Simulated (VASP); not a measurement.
Set up this calculation in VASP 6.6.1, as the native input.

```
Task                   : single point
Functional             : PBE
Potentials or basis    : VASP PAW PBE potentials, release 64 (Li_sv, Y_sv)
Cutoff                 : 520 eV
k mesh                 : 3 × 3 × 3
Occupations            : fermi-dirac, width 0.05 eV
Spin                   : no spin polarisation
Dipole correction      : no
Further INCAR settings : ALGO = Normal; EDIFF = 1e-06; NBANDS = 26
```

The structure of LiY3 lies in POSCAR:

```
LiY3
1.0
    4.9114967794      0.0000000000      0.0000000000
    0.0000000000      4.9114967794      0.0000000000
    0.0000000000      0.0000000000      4.9114967794
Li Y
1 3
Direct
    0.0441200000      0.9808300000      0.9994900000
    0.4800300000      0.5238000000      0.9626300000
    0.4699700000      0.9966800000      0.5034800000
    0.9885600000      0.5416300000      0.4928600000
```

These files were run (other wordings do the same):

INCAR

```
PREC = Accurate ; ENCUT = 520
EDIFF = 1E-6 ; ISMEAR = -1
SIGMA = 0.05 ; LREAL = F
LASPH = T ; NELM = 100
ALGO = Normal ; ISIF = 2
LWAVE = F ; LCHARG = F
GGA = PE ; NBANDS = 26
```

KPOINTS

```
regular mesh
0
Gamma
  3 3 3
```

Potentials or basis: VASP PAW PBE potentials, release 64 (Li_sv, Y_sv).

Command:

```bash
$ cat potpaw_PBE.64/Li_sv/POTCAR potpaw_PBE.64/Y_sv/POTCAR > POTCAR
$ mpirun -np 1 vasp_std > vasp.out
```

It gave:

- Largest force: 1.131 eV/Å
- Band gap on the k mesh: zero (bands 18 and 19 overlap by 0.27 eV)

Caveat: the k points lie up to 0.43 Å⁻¹ apart; forces of over 1 eV/Å act on the atoms, so gaps and moduli don't describe the material at rest.

Run time: 94 s on 1 thread of Intel Xeon 8259CL (shared host), peak memory 0.26 GiB.
